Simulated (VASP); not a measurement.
Write the native input for VASP 6.6.1 that does the following.

```yaml
Task: single point
Functional: PBEsol
Potentials_or_basis: VASP PAW PBE potentials, release 64 (Ce)
Cutoff: 520 eV
k_mesh: 10 × 10 × 10
Occupations: fermi-dirac, width 0.05 eV
Spin: collinear spin, ferromagnetic start
Starting_moments: "[1.01] μB"
Dipole_correction: no
Further_INCAR_settings: ALGO = Fast; EDIFF = 1e-07; NBANDS = 16
```

The structure of Ce lies in POSCAR:

```
Ce
1.0
   -1.9432985503      1.9432985503      1.9432985503
    1.9432985503     -1.9432985503      1.9432985503
    1.9432985503      1.9432985503     -1.9432985503
Ce
1
Direct
    0.0000000000      0.0000000000      0.0000000000
```

This isn't the form of Ce at room conditions, which is fcc.

One way to write it, as run:

INCAR

```
SYSTEM = Ce
PREC     = Accurate       ! precision mode
ENCUT    = 520            ! plane-wave cutoff, eV
EDIFF    = 1E-7           ! SCF threshold, eV
ISMEAR   = -1             ! smearing method
SIGMA    = 0.05           ! smearing width, eV
LREAL    = .FALSE.        ! projectors in reciprocal space
LASPH    = .TRUE.         ! aspherical terms in the spheres
NELM     = 150            ! most SCF steps
ALGO     = Fast           ! electronic algorithm
ISIF     = 2              ! what is computed and relaxed
LWAVE    = .FALSE.        ! write WAVECAR
LCHARG   = .FALSE.        ! write CHGCAR
ISPIN    = 2              ! spin polarisation
MAGMOM   = 1.01           ! initial moments
LORBIT   = 11             ! projections on sites
LMAXMIX  = 6              ! l up to which the mixer works
GGA      = PS             ! functional
NBANDS   = 16             ! bands
```

KPOINTS

```
Automatic mesh
0
G
  10 10 10
  0 0 0
```

Potentials or basis: VASP PAW PBE potentials, release 64 (Ce).

Run with:

```console
$ cat potpaw_PBE.64/Ce/POTCAR > POTCAR
$ mpirun -np 1 vasp_std > vasp.out
```

It gave:

| Quantity | Value |
| --- | --- |
| Pressure | -5.6 GPa |
| Band gap on the k mesh | zero (filled and empty bands overlap) |
| Net moment | 0.00 μB per cell |
| Valence electrons inside the program's atomic spheres | Ce 9.77 |

Caveat: the magnetic or orbital state may not be the lowest; the cell stands under tension; the PAW data sets were made with another functional, which shifts forces and pressure a little; spin-orbit coupling is left out, which moves the levels of the heavy elements; semilocal functionals describe open f shells poorly, which spoils levels, moments and volumes.

It took 4.1 min on 1 thread of Intel Xeon 8259CL, with other jobs on the host, peak memory 0.21 GiB.
